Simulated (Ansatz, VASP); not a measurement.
# One calculation of SrO, two programs

INCAR

```
PREC     = Accurate       # precision mode
ENCUT    = 520            # plane-wave cutoff, eV
EDIFF    = 1E-6           # SCF threshold, eV
ISMEAR   = 0              # smearing method
SIGMA    = 0.01           # smearing width, eV
LREAL    = F              # projectors in reciprocal space
LASPH    = T              # aspherical terms in the spheres
NELM     = 80             # most SCF steps
ALGO     = Normal         # electronic algorithm
ISIF     = 2              # what is computed and relaxed
LWAVE    = F              # write WAVECAR
LCHARG   = F              # write CHGCAR
GGA      = PE             # functional
NBANDS   = 15             # bands
```

Contents of KPOINTS:

```
regular mesh
0
Gamma
  8 8 8
```

Contents of POSCAR:

```
SrO
1.0
    0.0000000000      2.6483148554      2.6483148554
    2.6483148554      0.0000000000      2.6483148554
    2.6483148554      2.6483148554      0.0000000000
Sr O
1 1
Direct
    0.5000000000      0.5000000000      0.5000000000
    0.0000000000      0.0000000000      0.0000000000
```

Input for Ansatz:

```yaml
crystal:
  lattice:
    - [0.0, 2.6483148554, 2.6483148554]
    - [2.6483148554, 0.0, 2.6483148554]
    - [2.6483148554, 2.6483148554, 0.0]
  atoms:
    - { symbol: Sr, position: [0.5, 0.5, 0.5] }
    - { symbol: O, position: [0.0, 0.0, 0.0] }
kpoints:
  mp_grid: { grid: [8, 8, 8] }
hamiltonian:
  xc: pbe
scf:
  occupations: { method: fixed }
  n_extra_bands: 4
output:
  forces: true
  stress: true
  eigenvalues: true
```

Alike in both runs: task single point; functional PBE; k mesh 8 × 8 × 8; no spin polarisation.

|  | VASP | Ansatz |
| --- | --- | --- |
| version | VASP 6.6.1 | Ansatz 0.2.0 |
| potentials or method | VASP PAW PBE potentials, release 64 (Sr_sv, O) | plane waves, PAW |
| plane-wave cutoff (eV) | 520 | 420 |
| occupations | gaussian, width 0.01 eV | fixed |
| valence electrons in the cell | 16 | 16 |

Ansatz gave:

| Quantity | Value |
| --- | --- |
| gap on the k mesh at the Fermi level (eV) | 3.34 |
| pressure (GPa) | -4.3 |

Question: Estimate VASP's values.

Answer: gap on the k mesh at the Fermi level (eV): 3.30; pressure (GPa): -3.9.
